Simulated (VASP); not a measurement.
# CdSb3O (P4/mmm) in VASP: notebook

The runs below take CdSb3O through single point, with PBE.

Program: VASP 6.6.1. These are calculated values, not measurements. Logs are shortened: lines on timing, memory, paths and dates and some standing lists are left out, and cuts for length are marked.

## (1) The cell of the first run

It takes space group P4/mmm (No. 123, tetragonal). The conventional cell has a = 3.356 Å, b = 3.356 Å, c = 11.174 Å, α = 90.00°, β = 90.00°, γ = 90.00°. Within 3.7 Å of Cd (site symmetry 4/mmm) lie 2 Sb at 2.84 Å and 4 Cd at 3.36 Å. Within 3.1 Å of Sb (site symmetry 4/mmm) lie 4 O at 2.37 Å. Sb (site symmetry 4mm) has 1 O at 2.75 Å and 1 Cd at 2.84 Å and 4 Sb at 3.36 Å within 3.6 Å. Within 3.1 Å of O (site symmetry 4/mmm) lie 6 Sb at 2.37 to 2.75 Å.

## (2) Single point, PBE

Contents of INCAR:

```
ALGO = Normal
EDIFF = 1E-6
ENCUT = 520
GGA = PE
ISIF = 2
ISMEAR = 0
LASPH = True
LCHARG = False
LREAL = False
LWAVE = False
NBANDS = 24
NELM = 100
PREC = Accurate
SIGMA = 0.1
```

Contents of KPOINTS:

```
k-points
0
Gamma
  4 4 4
```

Contents of POSCAR:

```
CdSb3O
1.0
    3.3563915699      0.0000000000      0.0000000000
    0.0000000000      3.3563915699      0.0000000000
    0.0000000000      0.0000000000     11.1738328257
Cd Sb O
1 3 1
Direct
    0.5000000000      0.5000000000      0.0000000000
    0.0000000000      0.0000000000      0.5000000000
    0.5000000000      0.5000000000      0.2538048338
    0.5000000000      0.5000000000      0.7461951662
    0.5000000000      0.5000000000      0.5000000000
```

Potentials or basis: VASP PAW PBE potentials, release 64 (Cd, Sb, O).

The run is started by

```console
$ cat potpaw_PBE.64/Cd/POTCAR potpaw_PBE.64/Sb/POTCAR potpaw_PBE.64/O/POTCAR > POTCAR
$ mpirun -np 1 vasp_std > vasp.out
```

OUTCAR:

```text
EDIFF = 1E-6
   ENCUT = 520
   GGA = PE
   ISIF = 2
   ISMEAR = 0
   LASPH = True
   LREAL = False
   NELM = 100
   PREC = Accurate

 ion  position               nearest neighbor table
   1  0.500  0.500  0.000-   3 2.84   4 2.84
   2  0.000  0.000  0.500-   5 2.37   5 2.37   5 2.37   5 2.37   4 3.63   4 3.63   3 3.63   4 3.63
                             3 3.63   3 3.63   4 3.63   3 3.63
   3  0.500  0.500  0.254-   5 2.75   1 2.84   2 3.63   2 3.63   2 3.63   2 3.63
   4  0.500  0.500  0.746-   5 2.75   1 2.84   2 3.63   2 3.63   2 3.63   2 3.63
   5  0.500  0.500  0.500-   2 2.37   2 2.37   2 2.37   2 2.37   4 2.75   3 2.75

  LATTYP: Found a simple tetragonal cell.
 ALAT       =     3.3563915699
 C/A-ratio  =     3.3291207516

  Lattice vectors:

 A1 = (   3.3563915699,   0.0000000000,   0.0000000000)
 A2 = (   0.0000000000,   3.3563915699,   0.0000000000)
 A3 = (   0.0000000000,   0.0000000000,  11.1738328257)

Analysis of symmetry for initial positions (statically):
=====================================================================
 Subroutine PRICEL returns:
 Original cell was already a primitive cell.

 Routine SETGRP: Setting up the symmetry group for a
 simple tetragonal supercell.

 Subroutine GETGRP returns: Found 16 space group operations
 (whereof 16 operations were pure point group operations)
 out of a pool of 16 trial point group operations.

The static configuration has the point symmetry D_4h.

Analysis of symmetry for dynamics (positions and initial velocities):
=====================================================================
 Subroutine PRICEL returns:
 Original cell was already a primitive cell.

 Routine SETGRP: Setting up the symmetry group for a
 simple tetragonal supercell.

 Subroutine GETGRP returns: Found 16 space group operations
 (whereof 16 operations were pure point group operations)
 out of a pool of 16 trial point group operations.

The dynamic configuration has the point symmetry D_4h.

 Subroutine INISYM returns: Found 16 space group operations
 (whereof 16 operations are pure point group operations),
 and found     1 'primitive' translations

----------------------------------------------------------------------------------------

                                     Primitive cell

  volume of cell :     125.8773

  direct lattice vectors                    reciprocal lattice vectors
     3.356391570  0.000000000  0.000000000     0.297939016  0.000000000  0.000000000
     0.000000000  3.356391570  0.000000000     0.000000000  0.297939016  0.000000000
[... 87 lines left out ...]
   NSW    =      0    number of steps for IOM
   IBRION =     -1    ionic relax: 0-MD 1-quasi-New 2-CG
   NFREE  =      0    steps in history (QN), initial steepest desc. (CG)
   ISIF   =      2    stress and relaxation
   ISYM   =      2    0-nonsym 1-usesym 2-fastsym
   POTIM  = 0.5000    time-step for ionic-motion
   TEBEG  =    0.0;   TEEND  =   0.0 temperature during run
   PSTRESS=    0.0 pullay stress
   NELECT =      33.0000    total number of electrons
   NUPDOWN=      -1.0000    fix difference up-down
   EMIN   =  10.00;   EMAX   =-10.00  energy-range for DOS
   EFERMI =   0.00;   METHOD = LEGACY
   ISMEAR =     0;   SIGMA  =   0.10  broadening in eV -4-tet -1-fermi 0-gaus
   EFERMI_NEDOS =   21; number of points for ismear=-14 and -15
   IALGO  =     38    algorithm
   IMIX   =      4    mixing-type and parameters
     AMIX     =   0.40;   BMIX     =  1.00
     AMIX_MAG =   1.60;   BMIX_MAG =  1.00
  volume/ion in A,a.u.               =      25.18       169.89
  Fermi-wavevector in a.u.,A,eV,Ry     =   1.047764  1.979988 14.936617  1.097810
  Thomas-Fermi vector in A             =   2.182658
   LORBIT       =      0    0 simple, 1 ext, 2 COOP (PROOUT), +10 PAW based schemes
   GGA     = PE    functional components
   LHFCALC =     F    Hartree Fock is set to
   AEXX    =    0.0000 exact exchange contribution
   IVDW    =     0    specifies the selected vdW correction
   LEPSILON=     F    determine dielectric tensor
   LRPA    =     F    only Hartree local field effects (RPA)
 non-spin polarized calculation
 Gauss-broadening in eV      SIGMA  =   0.10
  energy-cutoff  :      520.00
  volume of cell :      125.88
 maximum number of plane-waves:      3416
 NGX is ok and might be reduce to    28
   NGX = 13   NGY = 13   NGZ = 41

 number of electron      33.0000000 magnetization

 Free energy of the ion-electron system (eV)
  ---------------------------------------------------
  ext. energy  EPLUGINS =         0.00000000
  ---------------------------------------------------
  free energy    TOTEN  =       -17.73633266 eV

  energy without entropy =      -17.71086653  energy(sigma->0) =      -17.72359960

 E-fermi :   5.4231     XC(G=0):  -9.7292

 val. band max:        5.4145234689   @ k =   0.5000   0.0000   0.0000
 cond. band min:       5.4629401194   @ k =   0.2500   0.2500   0.5000
 fundamental gap:      0.0484166505
 Fermi energy:         5.4230533371

 k-point     1 :       0.0000    0.0000    0.0000
  band No.  band energies     occupation
      1     -14.0606      2.00000
      2      -5.1903      2.00000
      3      -5.0938      2.00000
      4      -3.3634      2.00000
      5      -3.3022      2.00000
      6      -2.9056      2.00000
[... 475 lines left out ...]
     23       9.1881      0.00000
     24       9.1902      0.00000

------------------------ aborting loop because EDIFF is reached ----------------------------------------

  FORCE on cell =-STRESS in cart. coord.  units (eV):
  Direction    XX          YY          ZZ          XY          YZ          ZX
  --------------------------------------------------------------------------------------
  -------------------------------------------------------------------------------------
  Total       -0.3045779     -0.3045779     -0.1839934      0.0000000      0.0000000      0.0000000
  in kB       -3.8766948     -3.8766948     -2.3418844      0.0000000      0.0000000      0.0000000
  external PRESSURE =      -3.3650913 kB  Pullay stress =       0.0000000 kB

 VOLUME and BASIS-vectors are now :
 -----------------------------------------------------------------------------
  energy-cutoff  :      520.00
  volume of cell :      125.88
      direct lattice vectors                 reciprocal lattice vectors
     3.356391570  0.000000000  0.000000000     0.297939016  0.000000000  0.000000000
     0.000000000  3.356391570  0.000000000     0.000000000  0.297939016  0.000000000
     0.000000000  0.000000000 11.173832826     0.000000000  0.000000000  0.089494806

 POSITION                                       TOTAL-FORCE (eV/Angst)
 -----------------------------------------------------------------------------------
      1.67820      1.67820      0.00000         0.000000     -0.000000     -0.000000
      0.00000      0.00000      5.58692         0.000000     -0.000000     -0.000000
      1.67820      1.67820      2.83597         0.000000      0.000000      0.022764
      1.67820      1.67820      8.33786        -0.000000     -0.000000     -0.022764
      1.67820      1.67820      5.58692         0.000000     -0.000000     -0.000000
 -----------------------------------------------------------------------------------
    total drift:                                0.000000      0.000000     -0.000000

  FREE ENERGIE OF THE ION-ELECTRON SYSTEM (eV)
  ---------------------------------------------------
  free  energy   TOTEN  =       -17.7363326623 eV

  energy  without entropy=      -17.7108665305  energy(sigma->0) =      -17.72359960
```

OSZICAR:

```text
N       E                     dE             d eps       ncg     rms          rms(c)
DAV:   1     0.215737294041E+03    0.21574E+03   -0.13389E+04   864   0.117E+03
DAV:   2     0.178003424008E+00   -0.21556E+03   -0.20336E+03  1024   0.260E+02
DAV:   3    -0.194658912606E+02   -0.19644E+02   -0.18998E+02  1136   0.792E+01
DAV:   4    -0.197958863045E+02   -0.33000E+00   -0.32969E+00   896   0.108E+01
DAV:   5    -0.197993361417E+02   -0.34498E-02   -0.34498E-02  1048   0.119E+00    0.918E+00
DAV:   6    -0.181081527797E+02    0.16912E+01   -0.87295E+00   944   0.265E+01    0.705E+00
DAV:   7    -0.177545378273E+02    0.35361E+00   -0.19916E+00   944   0.883E+00    0.219E+00
DAV:   8    -0.177433355153E+02    0.11202E-01   -0.26422E-01   912   0.286E+00    0.117E+00
DAV:   9    -0.177375854550E+02    0.57501E-02   -0.26441E-02   928   0.100E+00    0.384E-01
DAV:  10    -0.177361529051E+02    0.14325E-02   -0.42448E-03  1040   0.446E-01    0.964E-02
DAV:  11    -0.177363604399E+02   -0.20753E-03   -0.11846E-03   904   0.204E-01    0.564E-02
DAV:  12    -0.177363335848E+02    0.26855E-04   -0.14909E-04   960   0.836E-02    0.167E-02
DAV:  13    -0.177363326926E+02    0.89219E-06   -0.23898E-05   960   0.303E-02    0.518E-03
DAV:  14    -0.177363326623E+02    0.30321E-07   -0.34049E-06   848   0.103E-02
   1 F= -.17736333E+02 E0= -.17723600E+02  d E =-.254661E-01
```

Run time: 88 s. Hardware: 1 thread of AMD EPYC 7R43 (Zen 3), shared host; peak memory 0.23 GiB.

Results:

* Free energy: -17.7363 eV
* Pressure: -0.3 GPa
* Largest force: 0.023 eV/Å

Forces in eV/Å, atoms in the order of the input:
```
Cd   0.000  0.000  0.000
Sb   0.000  0.000  0.000
Sb   0.000  0.000  0.023
Sb   0.000  0.000 -0.023
O    0.000  0.000  0.000
```

Caveat: the k points lie up to 0.47 Å⁻¹ apart; spin-orbit coupling is left out, which moves the levels of the heavy elements; an odd number of electrons without spin polarisation forces a metal; a magnetic or distorted state may lie lower.

[end of part 1 of 2]
